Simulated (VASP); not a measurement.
# Te (P3_121) in VASP: a series of runs

Runs on Te. Level: PBE. Tasks: single point.

All numbers are computed with VASP 6.6.1; they aren't measurements. Logs are shortened: lines on timing, memory, paths and dates and some standing lists are left out, and cuts for length are marked.

## 1. The cell of the first run

The structure is trigonal, space group P3_121 (No. 152). Conventional cell: a = 4.406 Å, b = 4.406 Å, c = 5.775 Å, α = 90.00°, β = 90.00°, γ = 120.00°. Te (site symmetry 2) has 6 Te at 2.81 to 3.42 Å within 3.7 Å.

## 2. Single point, PBE (32.36 Å³/atom)

INCAR reads:

```
PREC = Accurate
ENCUT = 520
EDIFF = 1E-6
ISMEAR = -1
SIGMA = 0.05
LREAL = F
LASPH = T
NELM = 100
ALGO = Normal
ISIF = 2
LWAVE = F
LCHARG = T
GGA = PE
LELF = T
LVHAR = T
NBANDS = 16
```

KPOINTS reads:

```
Automatic mesh
0
Gamma
  8 8 5
```

POSCAR reads:

```
Te
1.0
    4.4060907869      0.0000000000      0.0000000000
   -2.2030453934      3.8157865528      0.0000000000
    0.0000000000      0.0000000000      5.7746758618
Te
3
Direct
    0.2684005468      1.0000000000      0.3333333333
    0.0000000000      0.2684005468      0.6666666667
    0.7315994532      0.7315994532      0.0000000000
```

Potentials or basis: VASP PAW PBE potentials, release 64 (Te).

Run with:

```console
$ cat potpaw_PBE.64/Te/POTCAR > POTCAR
$ mpirun -np 1 vasp_std > vasp.out
```

OUTCAR:

```text
PREC = Accurate
   ENCUT = 520
   EDIFF = 1E-6
   ISMEAR = -1
   LREAL = F
   LASPH = T
   NELM = 100
   ISIF = 2
   GGA = PE

 ion  position               nearest neighbor table
   1  0.268  0.000  0.333-   3 2.81   2 2.81   3 3.42   3 3.42   2 3.42   2 3.42
   2  0.000  0.268  0.667-   3 2.81   1 2.81   3 3.42   3 3.42   1 3.42   1 3.42
   3  0.732  0.732  0.000-   2 2.81   1 2.81   2 3.42   1 3.42   1 3.42   2 3.42

  LATTYP: Found a hexagonal cell.
 ALAT       =     4.4060907869
 C/A-ratio  =     1.3106120916

  Lattice vectors:

 A1 = (   4.4060907869,   0.0000000000,   0.0000000000)
 A2 = (  -2.2030453934,   3.8157865528,   0.0000000000)
 A3 = (   0.0000000000,   0.0000000000,   5.7746758618)

Analysis of symmetry for initial positions (statically):
=====================================================================
 Subroutine PRICEL returns:
 Original cell was already a primitive cell.

 Routine SETGRP: Setting up the symmetry group for a
 hexagonal supercell.

 Subroutine GETGRP returns: Found  6 space group operations
 (whereof  2 operations were pure point group operations)
 out of a pool of 24 trial point group operations.

The static configuration has the point symmetry C_2 .
 The point group associated with its full space group is D_3 .

Analysis of symmetry for dynamics (positions and initial velocities):
=====================================================================
 Subroutine PRICEL returns:
 Original cell was already a primitive cell.

 Routine SETGRP: Setting up the symmetry group for a
 hexagonal supercell.

 Subroutine GETGRP returns: Found  6 space group operations
 (whereof  2 operations were pure point group operations)
 out of a pool of 24 trial point group operations.

The dynamic configuration has the point symmetry C_2 .
 The point group associated with its full space group is D_3 .

 Subroutine INISYM returns: Found  6 space group operations
 (whereof  2 operations are pure point group operations),
 and found     1 'primitive' translations

----------------------------------------------------------------------------------------

                                     Primitive cell

  volume of cell :      97.0879

  direct lattice vectors                    reciprocal lattice vectors
     4.406090787  0.000000000  0.000000000     0.226958555  0.131034583  0.000000000
    -2.203045393  3.815786553  0.000000000     0.000000000  0.262069166  0.000000000
     0.000000000  0.000000000  5.774675862     0.000000000  0.000000000  0.173169893

  length of vectors
[... 81 lines left out ...]
   LASPH  =      T    aspherical Exc in radial PAW
   ENCUT  =  520.0 eV  38.22 Ry    6.18 a.u.   8.19  8.19 10.74*2*pi/ulx,y,z
   NELM   =    100;   NELMIN=  2; NELMDL= -5     # of ELM steps
   EDIFF  = 0.1E-05   stopping-criterion for ELM
   LREAL  =      F    real-space projection
   EDIFFG = 0.1E-04   stopping-criterion for IOM
   NSW    =      0    number of steps for IOM
   IBRION =     -1    ionic relax: 0-MD 1-quasi-New 2-CG
   NFREE  =      0    steps in history (QN), initial steepest desc. (CG)
   ISIF   =      2    stress and relaxation
   ISYM   =      2    0-nonsym 1-usesym 2-fastsym
   POTIM  = 0.5000    time-step for ionic-motion
   TEBEG  =    0.0;   TEEND  =   0.0 temperature during run
   PSTRESS=    0.0 pullay stress
   NELECT =      18.0000    total number of electrons
   NUPDOWN=      -1.0000    fix difference up-down
   EMIN   =  10.00;   EMAX   =-10.00  energy-range for DOS
   EFERMI =   0.00;   METHOD = LEGACY
   ISMEAR =    -1;   SIGMA  =   0.05  broadening in eV -4-tet -1-fermi 0-gaus
   EFERMI_NEDOS =   21; number of points for ismear=-14 and -15
   IALGO  =     38    algorithm
   IMIX   =      4    mixing-type and parameters
     AMIX     =   0.40;   BMIX     =  1.00
     AMIX_MAG =   1.60;   BMIX_MAG =  1.00
  volume/ion in A,a.u.               =      32.36       218.39
  Fermi-wavevector in a.u.,A,eV,Ry     =   0.933492  1.764044 11.856218  0.871407
  Thomas-Fermi vector in A             =   2.060199
   LORBIT       =      0    0 simple, 1 ext, 2 COOP (PROOUT), +10 PAW based schemes
   GGA     = PE    functional components
   LHFCALC =     F    Hartree Fock is set to
   AEXX    =    0.0000 exact exchange contribution
   IVDW    =     0    specifies the selected vdW correction
   LEPSILON=     F    determine dielectric tensor
   LRPA    =     F    only Hartree local field effects (RPA)
 non-spin polarized calculation
  energy-cutoff  :      520.00
  volume of cell :       97.09
 maximum number of plane-waves:      2631
 NGX is ok and might be reduce to    36
   NGX = 17   NGY = 17   NGZ = 21

 number of electron      18.0000001 magnetization

 Free energy of the ion-electron system (eV)
  ---------------------------------------------------
  ext. energy  EPLUGINS =         0.00000000
  ---------------------------------------------------
  free energy    TOTEN  =        -9.32344074 eV

  energy without entropy =       -9.32332554  energy(sigma->0) =       -9.32338314

 E-fermi :   6.7585     XC(G=0):  -9.2717

 val. band max:        6.4170368506   @ k =   0.0000   0.3750   0.4000
 cond. band min:       7.0030952574   @ k =   0.0000   0.0000   0.4000
 fundamental gap:      0.5860584068
 Fermi energy:         6.7585226251

 k-point     1 :       0.0000    0.0000    0.0000
  band No.  band energies     occupation
      1      -7.4411      2.00000
      2      -3.8578      2.00000
      3      -3.8578      2.00000
      4       3.2462      2.00000
      5       3.7005      2.00000
      6       3.7005      2.00000
[... 433 lines left out ...]
      3      -3.6552      2.00000
      4       1.1701      2.00000
      5       1.9036      2.00000
      6       2.8118      2.00000
[... 8 lines left out ...]
     15      14.1133      0.00000
     16      14.4513      0.00000

 [... further k-points ...]
[... 5 lines left out ...]
  --------------------------------------------------------------------------------------
  -------------------------------------------------------------------------------------
  Total        2.3021077      2.3021077      3.5659973      0.0000000      0.0000000      0.0000000
  in kB       37.9901582     37.9901582     58.8472897      0.0000000      0.0000000      0.0000000
  external PRESSURE =      44.9425354 kB  Pullay stress =       0.0000000 kB

 VOLUME and BASIS-vectors are now :
 -----------------------------------------------------------------------------
  energy-cutoff  :      520.00
  volume of cell :       97.09
      direct lattice vectors                 reciprocal lattice vectors
     4.406090787  0.000000000  0.000000000     0.226958555  0.131034583  0.000000000
    -2.203045393  3.815786553  0.000000000     0.000000000  0.262069166  0.000000000
     0.000000000  0.000000000  5.774675862     0.000000000  0.000000000  0.173169893

 POSITION                                       TOTAL-FORCE (eV/Angst)
 -----------------------------------------------------------------------------------
      1.18260      0.00000      1.92489         0.474899      0.000000     -0.000000
     -0.59130      1.02416      3.84978        -0.237449      0.411274      0.000000
      1.61175      2.79163      0.00000        -0.237449     -0.411274     -0.000000
 -----------------------------------------------------------------------------------
    total drift:                                0.000000     -0.000000     -0.000000

  FREE ENERGIE OF THE ION-ELECTRON SYSTEM (eV)
  ---------------------------------------------------
  free  energy   TOTEN  =        -9.3234407380 eV

  energy  without entropy=       -9.3233255417  energy(sigma->0) =       -9.32338314
```

stdout:

```text
POSCAR found type information on POSCAR Te
 POSCAR found :  1 types and       3 ions
 scaLAPACK will be used
 LDA part: xc-table for (Slater+PW92), standard interpolation
 POSCAR, INCAR and KPOINTS ok, starting setup
 FFT: planning ... GRIDC
 FFT: planning ... GRID_SOFT
 FFT: planning ... GRID
 WAVECAR not read
 entering main loop
```

Run time: 95 s. Hardware: 1 thread of Intel Xeon 8259CL, shared host; peak memory 0.25 GiB.

Results:

```
Free energy            : -9.3234 eV
Pressure               : 4.5 GPa
Largest force          : 0.475 eV/Å
Band gap on the k mesh : 0.59 eV (least direct gap 0.93 eV)
```

Forces in eV/Å, atoms in the order of the input:
```
Te   0.475  0.000  0.000
Te  -0.237  0.411  0.000
Te  -0.237 -0.411  0.000
```

Stress tensor (GPa, compression positive):
```
3.80 0.00 0.00
0.00 3.80 0.00
0.00 0.00 5.88
```

Caveat: the cell stands under pressure; spin-orbit coupling is left out, which moves the levels of the heavy elements; an odd mesh through Γ misses points on the zone boundary, where band edges can lie.

## 3. Single point, PBE (33.77 Å³/atom)

This run uses another cell than the first one, of 33.77 Å³/atom.

INCAR reads:

```
SYSTEM = Te
ALGO = Normal ; EDIFF = 1E-6
ENCUT = 520 ; GGA = PE
ISIF = 2 ; ISMEAR = -1
LASPH = .True. ; LCHARG = .False.
LREAL = .False. ; LWAVE = .False.
NBANDS = 16 ; NELM = 60
PREC = Accurate ; SIGMA = 0.05
```

KPOINTS reads:

```
k-points
0
Gamma
  8 8 5
  0 0 0
```

POSCAR reads:

```
Te
1.0
    4.4690434462      0.0000000000      0.0000000000
   -2.2345217231      3.8703051551      0.0000000000
    0.0000000000      0.0000000000      5.8571823784
Te
3
Direct
    0.2684005468      1.0000000000      0.3333333333
    0.0000000000      0.2684005468      0.6666666667
    0.7315994532      0.7315994532      0.0000000000
```

Potentials or basis: VASP PAW PBE potentials, release 64 (Te).

Run with:

```console
$ cat potpaw_PBE.64/Te/POTCAR > POTCAR
$ mpirun -np 1 vasp_std > vasp.out
```

It took 96 s on 1 thread of Intel Xeon 8259CL, shared host; peak memory 0.25 GiB.

Results (log left out):

| Quantity | Value |
| --- | --- |
| Free energy | -9.4074 eV |
| Pressure | 2.0 GPa |
| Largest force | 0.219 eV/Å |
| Band gap on the k mesh | 0.61 eV (least direct gap 0.90 eV) |

Forces in eV/Å, atoms in the order of the input:
```
Te   0.219  0.000  0.000
Te  -0.109  0.189  0.000
Te  -0.109 -0.189  0.000
```

Stress tensor (GPa, compression positive):
```
1.64 0.00 0.00
0.00 1.64 0.00
0.00 0.00 2.65
```

Levels at points of the mesh, in eV from the valence-band top:
```
           k point  band 6  band 7  band 8  band 9  band 10  band 11  band 12  band 13
(0.00, 0.00, 0.00)   -2.63   -1.56   -1.56   -0.71     1.20     1.20     1.73     5.13
(0.50, 0.00, 0.00)   -3.48   -3.34   -0.89   -0.66     1.05     1.10     3.09     3.97
```

Caveat: spin-orbit coupling is left out, which moves the levels of the heavy elements; an odd mesh through Γ misses points on the zone boundary, where band edges can lie.

## 4. Single point, PBE (36.58 Å³/atom)

This run uses another cell than the first one, of 36.58 Å³/atom.

INCAR reads:

```
SYSTEM = Te
ALGO = Normal
EDIFF = 1E-7
ENCUT = 520
GGA = PE
ISIF = 2
ISMEAR = -1
LASPH = .True.
LCHARG = .False.
LREAL = .False.
LWAVE = .False.
NBANDS = 16
NELM = 60
PREC = Accurate
SIGMA = 0.05
```

KPOINTS is that of step 3.

POSCAR reads:

```
Te
1.0
    4.5898864911      0.0000000000      0.0000000000
   -2.2949432455      3.9749583018      0.0000000000
    0.0000000000      0.0000000000      6.0155607341
Te
3
Direct
    0.2684005468      1.0000000000      0.3333333333
    0.0000000000      0.2684005468      0.6666666667
    0.7315994532      0.7315994532      0.0000000000
```

Potentials or basis: VASP PAW PBE potentials, release 64 (Te).

Run with:

```console
$ cat potpaw_PBE.64/Te/POTCAR > POTCAR
$ mpirun -np 1 vasp_std > vasp.out
```

OUTCAR:

```text
SYSTEM = Te
   EDIFF = 1E-7
   ENCUT = 520
   GGA = PE
   ISIF = 2
   ISMEAR = -1
   LASPH = .True.
   LREAL = .False.
   NELM = 60
   PREC = Accurate

 ion  position               nearest neighbor table
   1  0.268  0.000  0.333-   3 2.93   2 2.93   3 3.56   3 3.56   2 3.56   2 3.56
   2  0.000  0.268  0.667-   3 2.93   1 2.93   3 3.56   3 3.56   1 3.56   1 3.56
   3  0.732  0.732  0.000-   2 2.93   1 2.93   2 3.56   1 3.56   1 3.56   2 3.56

  LATTYP: Found a hexagonal cell.
 ALAT       =     4.5898864911
 C/A-ratio  =     1.3106120916

  Lattice vectors:

 A1 = (   4.5898864911,   0.0000000000,   0.0000000000)
 A2 = (  -2.2949432455,   3.9749583018,   0.0000000000)
 A3 = (   0.0000000000,   0.0000000000,   6.0155607341)

Analysis of symmetry for initial positions (statically):
=====================================================================
 Subroutine PRICEL returns:
 Original cell was already a primitive cell.

 Routine SETGRP: Setting up the symmetry group for a
 hexagonal supercell.

 Subroutine GETGRP returns: Found  6 space group operations
 (whereof  2 operations were pure point group operations)
 out of a pool of 24 trial point group operations.
[... 163 lines left out ...]
  free energy    TOTEN  =        -9.40975476 eV

  energy without entropy =       -9.40965675  energy(sigma->0) =       -9.40970575

 E-fermi :   5.2119     XC(G=0):  -8.7427

 val. band max:        4.8500920900   @ k =   0.0000   0.3750   0.4000
 cond. band min:       5.4862630043   @ k =   0.0000   0.0000   0.4000
 fundamental gap:      0.6361709143
 Fermi energy:         5.2118740847

 k-point     1 :       0.0000    0.0000    0.0000
  band No.  band energies     occupation
      1      -8.0563      2.00000
      2      -5.0744      2.00000
      3      -5.0744      2.00000
      4       2.1815      2.00000
      5       2.3766      2.00000
      6       2.3766      2.00000
[... 433 lines left out ...]
      3      -4.9363      2.00000
      4       0.4309      2.00000
      5       1.0099      2.00000
      6       1.8002      2.00000
[... 8 lines left out ...]
     15      12.5098      0.00000
     16      12.8693      0.00000

 [... further k-points ...]
[... 5 lines left out ...]
  --------------------------------------------------------------------------------------
  -------------------------------------------------------------------------------------
  Total       -0.9818732     -0.9818732     -1.3591300     -0.0000000      0.0000000     -0.0000000
  in kB      -14.3336021    -14.3336021    -19.8408810     -0.0000000      0.0000000     -0.0000000
  external PRESSURE =     -16.1693617 kB  Pullay stress =       0.0000000 kB

 VOLUME and BASIS-vectors are now :
 -----------------------------------------------------------------------------
  energy-cutoff  :      520.00
  volume of cell :      109.75
      direct lattice vectors                 reciprocal lattice vectors
     4.589886491  0.000000000  0.000000000     0.217870312  0.125787483  0.000000000
    -2.294943245  3.974958302  0.000000000     0.000000000  0.251574966  0.000000000
     0.000000000  0.000000000  6.015560734     0.000000000  0.000000000  0.166235542

 POSITION                                       TOTAL-FORCE (eV/Angst)
 -----------------------------------------------------------------------------------
      1.23193      0.00000      2.00519        -0.192818     -0.000000      0.000000
     -0.61596      1.06688      4.01037         0.096409     -0.166985     -0.000000
      1.67898      2.90808      0.00000         0.096409      0.166985      0.000000
 -----------------------------------------------------------------------------------
    total drift:                                0.000000     -0.000000      0.000000

  FREE ENERGIE OF THE ION-ELECTRON SYSTEM (eV)
  ---------------------------------------------------
  free  energy   TOTEN  =        -9.4097547592 eV

  energy  without entropy=       -9.4096567479  energy(sigma->0) =       -9.40970575
```

stdout:

```text
POSCAR found type information on POSCAR Te
 POSCAR found :  1 types and       3 ions
 scaLAPACK will be used
 LDA part: xc-table for (Slater+PW92), standard interpolation
 POSCAR, INCAR and KPOINTS ok, starting setup
 FFT: planning ... GRIDC
 FFT: planning ... GRID_SOFT
 FFT: planning ... GRID
 WAVECAR not read
 entering main loop
```

Wall time 1.8 min (1 thread of Intel Xeon 8259CL, shared host); peak memory 0.25 GiB.

What came out:

| Property | Result |
| --- | --- |
| Free energy | -9.4098 eV |
| Pressure | -1.6 GPa |
| Largest force | 0.193 eV/Å |
| Band gap on the k mesh | 0.64 eV (least direct gap 0.85 eV) |

Forces on the atoms (eV/Å):
```
Te  -0.193  0.000  0.000
Te   0.096 -0.167  0.000
Te   0.096  0.167  0.000
```

Caveat: spin-orbit coupling is left out, which moves the levels of the heavy elements; an odd mesh through Γ misses points on the zone boundary, where band edges can lie.

## 5. Overview

```tsv
cell	gap on the mesh (eV)	pressure (GPa)	largest force (eV/Å)
a = 4.406, b = 4.406, c = 5.775 Å, angles 90.0, 90.0, 120.0°, 3 atoms	0.59	4.5	0.47
a = 4.469, b = 4.469, c = 5.857 Å, angles 90.0, 90.0, 120.0°, 3 atoms	0.61	2.0	0.22
a = 4.590, b = 4.590, c = 6.016 Å, angles 90.0, 90.0, 120.0°, 3 atoms	0.64	-1.6	0.19
```

Alike in all rows: task single point; level PBE; potentials or basis VASP PAW PBE potentials, release 64 (Te); no spin polarisation; k mesh 8 × 8 × 5; cutoff (eV) 520; smearing fermi-dirac 0.05 eV.

Caveats: spin-orbit coupling is left out, which moves the levels of the heavy elements; an odd mesh through Γ misses points on the zone boundary, where band edges can lie; the cell stands under pressure (at least some runs).

Absolute energies hang on the potentials; compare differences alone.
